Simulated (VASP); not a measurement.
# CoSi2 (Fm-3m) in VASP: a series of runs

The runs below take CoSi2 through single point, with PBE.

Everything below comes from runs of VASP 6.6.1. Logs are shortened: lines on timing, memory, paths and dates and some standing lists are left out, and cuts for length are marked.

## (1) The cell of the first run

The structure is cubic, space group Fm-3m (No. 225). The conventional cell has a = 5.356 Å, b = 5.356 Å, c = 5.356 Å, α = 90.00°, β = 90.00°, γ = 90.00°. Within 3.1 Å of Co (site symmetry m-3m) lie 8 Si at 2.32 Å. Within 3.1 Å of Si (site symmetry -43m) lie 4 Co at 2.32 Å and 6 Si at 2.68 Å.

## (2) Single point, PBE, collinear spin, zero start

Input file INCAR:

```
  PREC = Accurate
  ENCUT = 520
  EDIFF = 1E-7
  ISMEAR = -1
  SIGMA = 0.1
  LREAL = False
  LASPH = True
  NELM = 150
  ALGO = Normal
  ISIF = 2
  LWAVE = False
  LCHARG = True
  ISPIN = 2
  MAGMOM = 0 0 0
  LORBIT = 11
  NUPDOWN = 0.0
  LMAXMIX = 4
  GGA = PE
  LELF = True
  LVHAR = True
  NBANDS = 20
```

Input file KPOINTS:

```
regular mesh
0
Gamma
  10 10 10
```

Input file POSCAR:

```
CoSi2
1.0
    0.0000000000      2.6780000000      2.6780000000
    2.6780000000      0.0000000000      2.6780000000
    2.6780000000      2.6780000000      0.0000000000
Co Si
1 2
Direct
    0.0000000000      0.0000000000      0.0000000000
    0.2500000000      0.2500000000      0.2500000000
    0.7500000000      0.7500000000      0.7500000000
```

Potentials or basis: VASP PAW PBE potentials, release 64 (Co, Si).

On the command line:

```
cat potpaw_PBE.64/Co/POTCAR potpaw_PBE.64/Si/POTCAR > POTCAR
mpirun -np 1 vasp_std > vasp.out
```

OUTCAR:

```text
PREC = Accurate
   ENCUT = 520
   EDIFF = 1E-7
   ISMEAR = -1
   LREAL = False
   LASPH = True
   NELM = 150
   ISIF = 2
   ISPIN = 2
   LORBIT = 11
   NUPDOWN = 0.0
   GGA = PE

 ion  position               nearest neighbor table
   1  0.000  0.000  0.000-   3 2.32   2 2.32   3 2.32   2 2.32   3 2.32   3 2.32   2 2.32   2 2.32

   2  0.250  0.250  0.250-   1 2.32   1 2.32   1 2.32   1 2.32   3 2.68   3 2.68   3 2.68   3 2.68
                             3 2.68   3 2.68
   3  0.750  0.750  0.750-   1 2.32   1 2.32   1 2.32   1 2.32   2 2.68   2 2.68   2 2.68   2 2.68
                             2 2.68   2 2.68

  LATTYP: Found a face centered cubic cell.
 ALAT       =     5.3560000000

  Lattice vectors:

 A1 = (   0.0000000000,   2.6780000000,   2.6780000000)
 A2 = (   2.6780000000,   0.0000000000,   2.6780000000)
 A3 = (   2.6780000000,   2.6780000000,   0.0000000000)

Analysis of symmetry for initial positions (statically):
=====================================================================
 Subroutine PRICEL returns:
 Original cell was already a primitive cell.

 Routine SETGRP: Setting up the symmetry group for a
 face centered cubic supercell.

 Subroutine GETGRP returns: Found 48 space group operations
 (whereof 48 operations were pure point group operations)
 out of a pool of 48 trial point group operations.

The static configuration has the point symmetry O_h .

Analysis of symmetry for dynamics (positions and initial velocities):
=====================================================================
 Subroutine PRICEL returns:
 Original cell was already a primitive cell.

 Routine SETGRP: Setting up the symmetry group for a
 face centered cubic supercell.

 Subroutine GETGRP returns: Found 48 space group operations
 (whereof 48 operations were pure point group operations)
 out of a pool of 48 trial point group operations.

The dynamic configuration has the point symmetry O_h .

Analysis of structural, dynamic, and magnetic symmetry:
=====================================================================
 Subroutine PRICEL returns:
 Original cell was already a primitive cell.

 Routine SETGRP: Setting up the symmetry group for a
 face centered cubic supercell.

 Subroutine GETGRP returns: Found 48 space group operations
 (whereof 48 operations were pure point group operations)
 out of a pool of 48 trial point group operations.

The overall configuration has the point symmetry O_h .

 Subroutine INISYM returns: Found 48 space group operations
 (whereof 48 operations are pure point group operations),
 and found     1 'primitive' translations

----------------------------------------------------------------------------------------

                                     Primitive cell

  volume of cell :      38.4115

  direct lattice vectors                    reciprocal lattice vectors
     0.000000000  2.678000000  2.678000000    -0.186706497  0.186706497  0.186706497
     2.678000000  0.000000000  2.678000000     0.186706497 -0.186706497  0.186706497
     2.678000000  2.678000000  0.000000000     0.186706497  0.186706497 -0.186706497

  length of vectors
     3.787263920  3.787263920  3.787263920     0.323385140  0.323385140  0.323385140

  position of ions in fractional coordinates (direct lattice)
     0.000000000  0.000000000  0.000000000
     0.250000000  0.250000000  0.250000000
     0.750000000  0.750000000  0.750000000

  ion indices of the primitive-cell ions
   primitive index   ion index
                 1           1
                 2           2
                 3           3

----------------------------------------------------------------------------------------

 KPOINTS: regular mesh

Automatic generation of k-mesh.
 Grid dimensions read from file:
 generate k-points for:   10   10   10

 Generating k-lattice:

  Cartesian coordinates                     Fractional coordinates (reciprocal lattice)
    -0.018670650  0.018670650  0.018670650     0.100000000  0.000000000  0.000000000
     0.018670650 -0.018670650  0.018670650     0.000000000  0.100000000  0.000000000
     0.018670650  0.018670650 -0.018670650     0.000000000  0.000000000  0.100000000

  Length of vectors
     0.032338514  0.032338514  0.032338514

  Shift w.r.t. Gamma in fractional coordinates (k-lattice)
     0.000000000  0.000000000  0.000000000

 Subroutine IBZKPT returns following result:
 ===========================================

 Found     47 irreducible k-points:

 Following reciprocal coordinates:
            Coordinates               Weight
  0.000000  0.000000  0.000000      1.000000
  0.100000  0.000000  0.000000      8.000000
  0.200000  0.000000  0.000000      8.000000
  0.300000  0.000000  0.000000      8.000000
  0.400000  0.000000  0.000000      8.000000
  0.500000  0.000000  0.000000      4.000000
[... 16 lines left out ...]
  0.300000  0.300000  0.000000      6.000000
  0.400000  0.300000  0.000000     24.000000
 [... further k-points ...]
   k-points           NKPTS =     47   k-points in BZ     NKDIM =     47   number of bands    NBANDS=     20
   number of dos      NEDOS =    301   number of ions     NIONS =      3
   total plane-waves  NPLWV =  21952
   dimension x,y,z NGX =    28 NGY =   28 NGZ =   28
   dimension x,y,z NGXF=    56 NGYF=   56 NGZF=   56
   ions per type =               1   2
   NGX,Y,Z   is equivalent  to a cutoff of  12.29, 12.29, 12.29 a.u.
   NGXF,Y,Z  is equivalent  to a cutoff of  24.58, 24.58, 24.58 a.u.
 SYSTEM =  unknown system
   PREC   = accura    normal or accurate (medium, high low for compatibility)
   ISTART =      0    job   : 0-new  1-cont  2-samecut
   ICHARG =      2    charge: 1-file 2-atom 10-const
   ISPIN  =      2    spin polarized calculation?
   LNONCOLLINEAR =      F non collinear calculations
   LSORBIT =      F    spin-orbit coupling
   LASPH  =      T    aspherical Exc in radial PAW
   ENCUT  =  520.0 eV  38.22 Ry    6.18 a.u.   7.04  7.04  7.04*2*pi/ulx,y,z
   NELM   =    150;   NELMIN=  2; NELMDL= -5     # of ELM steps
   EDIFF  = 0.1E-06   stopping-criterion for ELM
   LREAL  =      F    real-space projection
   EDIFFG = 0.1E-05   stopping-criterion for IOM
   NSW    =      0    number of steps for IOM
   IBRION =     -1    ionic relax: 0-MD 1-quasi-New 2-CG
   NFREE  =      0    steps in history (QN), initial steepest desc. (CG)
   ISIF   =      2    stress and relaxation
   ISYM   =      2    0-nonsym 1-usesym 2-fastsym
   POTIM  = 0.5000    time-step for ionic-motion
   TEBEG  =    0.0;   TEEND  =   0.0 temperature during run
   PSTRESS=    0.0 pullay stress
   NELECT =      17.0000    total number of electrons
   NUPDOWN=       0.0000    fix difference up-down
   EMIN   =  10.00;   EMAX   =-10.00  energy-range for DOS
   EFERMI =   0.00;   METHOD = LEGACY
   ISMEAR =    -1;   SIGMA  =   0.10  broadening in eV -4-tet -1-fermi 0-gaus
   EFERMI_NEDOS =   21; number of points for ismear=-14 and -15
   IALGO  =     38    algorithm
   IMIX   =      4    mixing-type and parameters
     AMIX     =   0.40;   BMIX     =  1.00
     AMIX_MAG =   1.60;   BMIX_MAG =  1.00
  volume/ion in A,a.u.               =      12.80        86.40
  Fermi-wavevector in a.u.,A,eV,Ry     =   1.247586  2.357596 21.177078  1.556471
  Thomas-Fermi vector in A             =   2.381712
   LORBIT       =     11    0 simple, 1 ext, 2 COOP (PROOUT), +10 PAW based schemes
   GGA     = PE    functional components
   LHFCALC =     F    Hartree Fock is set to
   AEXX    =    0.0000 exact exchange contribution
   IVDW    =     0    specifies the selected vdW correction
   LEPSILON=     F    determine dielectric tensor
   LRPA    =     F    only Hartree local field effects (RPA)
 spin polarized calculation
  energy-cutoff  :      520.00
  volume of cell :       38.41
 maximum number of plane-waves:      1056
   NGX = 15   NGY = 15   NGZ = 15

 number of electron      16.9999995 magnetization      -0.0000000

 number of electron      16.9999995 magnetization       0.0000000

 Free energy of the ion-electron system (eV)
  ---------------------------------------------------
  ext. energy  EPLUGINS =         0.00000000
  ---------------------------------------------------
  free energy    TOTEN  =       -19.31184878 eV

  energy without entropy =      -19.27666681  energy(sigma->0) =      -19.29425779

 E-fermi :  10.1007     XC(G=0): -11.7463

 val. band max:       10.0292267491   @ k =   0.4000   0.0000   0.0000
 cond. band min:      10.1062877980   @ k =  -0.2000   0.3000   0.1000
 fundamental gap:      0.0770610488
 Fermi energy:        10.1007409665

 spin component 1

 k-point     1 :       0.0000    0.0000    0.0000
  band No.  band energies     occupation
      1      -3.0314      1.00000
      2       6.0138      1.00000
      3       6.0139      1.00000
      4       6.0139      1.00000
      5       8.1826      1.00000
      6       8.1826      1.00000
[... 12 lines left out ...]
     19      20.6398      0.00000
     20      25.0432      0.00000

 k-point     2 :       0.1000    0.0000    0.0000
  band No.  band energies     occupation
      1      -2.8796      1.00000
      2       5.6415      1.00000
      3       6.0676      1.00000
      4       6.0676      1.00000
      5       8.1384      1.00000
      6       8.1384      1.00000
[... 12 lines left out ...]
     19      21.3118      0.00000
     20      25.5150      0.00000
[... 465 lines left out ...]
      3       5.9870      1.00000
      4       6.1702      1.00000
      5       6.1702      1.00000
      6       8.5493      1.00000
[... 12 lines left out ...]
     19      25.7210      0.00000
     20      25.7210      0.00000

 k-point    24 :       0.4000    0.3000    0.0000
  band No.  band energies     occupation
      1      -0.5454      1.00000
      2       3.7124      1.00000
      3       5.1439      1.00000
      4       6.2563      1.00000
      5       6.2809      1.00000
      6       8.3449      1.00000
[... 12 lines left out ...]
     19      24.2458      0.00000
     20      24.6445      0.00000

 [... further k-points ...]

 spin component 2

 k-point     1 :       0.0000    0.0000    0.0000
  band No.  band energies     occupation
      1      -3.0314      1.00000
      2       6.0138      1.00000
      3       6.0139      1.00000
      4       6.0139      1.00000
      5       8.1826      1.00000
      6       8.1826      1.00000
[... 12 lines left out ...]
     19      20.6398      0.00000
     20      25.0432      0.00000

 k-point     2 :       0.1000    0.0000    0.0000
  band No.  band energies     occupation
      1      -2.8796      1.00000
      2       5.6415      1.00000
      3       6.0676      1.00000
      4       6.0676      1.00000
      5       8.1384      1.00000
      6       8.1384      1.00000
[... 12 lines left out ...]
     19      21.3118      0.00000
     20      25.5150      0.00000
[... 465 lines left out ...]
      3       5.9870      1.00000
      4       6.1702      1.00000
      5       6.1702      1.00000
      6       8.5493      1.00000
[... 12 lines left out ...]
     19      25.7210      0.00000
     20      25.7210      0.00000

 k-point    24 :       0.4000    0.3000    0.0000
  band No.  band energies     occupation
      1      -0.5454      1.00000
      2       3.7124      1.00000
      3       5.1439      1.00000
      4       6.2563      1.00000
      5       6.2809      1.00000
      6       8.3449      1.00000
[... 12 lines left out ...]
     19      24.2458      0.00000
     20      24.6445      0.00000

 [... further k-points ...]

------------------------ aborting loop because EDIFF is reached ----------------------------------------

  FORCE on cell =-STRESS in cart. coord.  units (eV):
  Direction    XX          YY          ZZ          XY          YZ          ZX
  --------------------------------------------------------------------------------------
  -------------------------------------------------------------------------------------
  Total        0.0791923      0.0791923      0.0791923     -0.0000000     -0.0000000     -0.0000000
  in kB        3.3031759      3.3031759      3.3031759     -0.0000000     -0.0000000     -0.0000000
  external PRESSURE =       3.3031759 kB  Pullay stress =       0.0000000 kB

 VOLUME and BASIS-vectors are now :
 -----------------------------------------------------------------------------
  energy-cutoff  :      520.00
  volume of cell :       38.41
      direct lattice vectors                 reciprocal lattice vectors
     0.000000000  2.678000000  2.678000000    -0.186706497  0.186706497  0.186706497
     2.678000000  0.000000000  2.678000000     0.186706497 -0.186706497  0.186706497
     2.678000000  2.678000000  0.000000000     0.186706497  0.186706497 -0.186706497

 POSITION                                       TOTAL-FORCE (eV/Angst)
 -----------------------------------------------------------------------------------
      0.00000      0.00000      0.00000         0.000000      0.000000      0.000000
      1.33900      1.33900      1.33900         0.000000      0.000000      0.000000
      4.01700      4.01700      4.01700        -0.000000     -0.000000     -0.000000
 -----------------------------------------------------------------------------------
    total drift:                               -0.000000     -0.000000      0.000000

  FREE ENERGIE OF THE ION-ELECTRON SYSTEM (eV)
  ---------------------------------------------------
  free  energy   TOTEN  =       -19.3118487792 eV

  energy  without entropy=      -19.2766668063  energy(sigma->0) =      -19.29425779

 total charge

# of ion       s       p       d       tot
------------------------------------------
    1        0.540   0.720   7.594   8.854
    2        0.717   0.874   0.000   1.591
    3        0.717   0.874   0.000   1.591
--------------------------------------------------
tot          1.974   2.468   7.594  12.035

 magnetization (x)

# of ion       s       p       d       tot
------------------------------------------
    1        0.000   0.000  -0.000  -0.000
    2        0.000   0.000   0.000   0.000
    3        0.000   0.000   0.000   0.000
--------------------------------------------------
tot          0.000   0.000  -0.000  -0.000
```

It took 1.8 min on 1 thread of Intel Xeon 8259CL, shared host; peak memory 0.21 GiB.

What came out:

| Item | Value |
| --- | --- |
| Free energy | -19.3118 eV |
| Pressure | 0.3 GPa |
| Net moment | 0.00 μB per cell |
| Valence electrons inside the program's atomic spheres | Co 8.85; Si 1.59 |

Caveat: the total moment is fixed, so each spin has its own Fermi level.

## (3) Single point, PBE, collinear spin, ferromagnetic start

Input file INCAR:

```
SYSTEM = CoSi2
PREC = Accurate
ENCUT = 520
EDIFF = 1E-6
ISMEAR = -1
SIGMA = 0.1
LREAL = .FALSE.
LASPH = .TRUE.
NELM = 150
ALGO = Normal
ISIF = 2
LWAVE = .FALSE.
LCHARG = .TRUE.
ISPIN = 2
MAGMOM = 0.45 0 0
LORBIT = 11
NUPDOWN = 0.45
LMAXMIX = 4
GGA = PE
LELF = .TRUE.
LVHAR = .TRUE.
NBANDS = 20
```

Input file KPOINTS:

```
Automatic mesh
0
G
  10 10 10
  0 0 0
```

POSCAR is that of step 2.

Potentials or basis: VASP PAW PBE potentials, release 64 (Co, Si).

On the command line:

```
cat potpaw_PBE.64/Co/POTCAR potpaw_PBE.64/Si/POTCAR > POTCAR
mpirun -np 1 vasp_std > vasp.out
```

OUTCAR:

```text
SYSTEM = CoSi2
   PREC = Accurate
   ENCUT = 520
   EDIFF = 1E-6
   ISMEAR = -1
   LREAL = .FALSE.
   LASPH = .TRUE.
   NELM = 150
   ISIF = 2
   ISPIN = 2
   LORBIT = 11
   NUPDOWN = 0.45
   GGA = PE

 ion  position               nearest neighbor table
   1  0.000  0.000  0.000-   3 2.32   2 2.32   3 2.32   2 2.32   3 2.32   3 2.32   2 2.32   2 2.32

   2  0.250  0.250  0.250-   1 2.32   1 2.32   1 2.32   1 2.32   3 2.68   3 2.68   3 2.68   3 2.68
                             3 2.68   3 2.68
   3  0.750  0.750  0.750-   1 2.32   1 2.32   1 2.32   1 2.32   2 2.68   2 2.68   2 2.68   2 2.68
                             2 2.68   2 2.68

  LATTYP: Found a face centered cubic cell.
 ALAT       =     5.3560000000

  Lattice vectors:
[... 1326 lines left out ...]
  volume of cell :       38.41
      direct lattice vectors                 reciprocal lattice vectors
     0.000000000  2.678000000  2.678000000    -0.186706497  0.186706497  0.186706497
     2.678000000  0.000000000  2.678000000     0.186706497 -0.186706497  0.186706497
     2.678000000  2.678000000  0.000000000     0.186706497  0.186706497 -0.186706497

 POSITION                                       TOTAL-FORCE (eV/Angst)
 -----------------------------------------------------------------------------------
      0.00000      0.00000      0.00000         0.000000     -0.000000      0.000000
      1.33900      1.33900      1.33900        -0.000000     -0.000000      0.000000
      4.01700      4.01700      4.01700         0.000000      0.000000     -0.000000
 -----------------------------------------------------------------------------------
    total drift:                               -0.000000     -0.000000      0.000000

  FREE ENERGIE OF THE ION-ELECTRON SYSTEM (eV)
  ---------------------------------------------------
  free  energy   TOTEN  =       -19.2340803504 eV

  energy  without entropy=      -19.1968635126  energy(sigma->0) =      -19.21547193

 total charge

# of ion       s       p       d       tot
------------------------------------------
    1        0.541   0.724   7.587   8.852
    2        0.718   0.873   0.000   1.591
    3        0.718   0.873   0.000   1.591
--------------------------------------------------
tot          1.977   2.470   7.587  12.034

 magnetization (x)

# of ion       s       p       d       tot
------------------------------------------
    1        0.005   0.056   0.225   0.286
    2        0.003   0.027   0.000   0.030
    3        0.003   0.027   0.000   0.030
--------------------------------------------------
tot          0.012   0.110   0.225   0.347
```

It took 95 s on 1 thread of Intel Xeon 8259CL, shared host; peak memory 0.21 GiB.

What came out:

```yaml
Free_energy: -19.2341 eV
Pressure: 1.0 GPa
Net_moment: 0.45 μB per cell
Site_moments: Co +0.29; Si +0.03 μB
Valence_electrons_inside_the_program's_atomic_spheres: Co 8.85; Si 1.59
```

Caveat: the total moment is fixed, so each spin has its own Fermi level.

(Continued in part 2 of 2.)
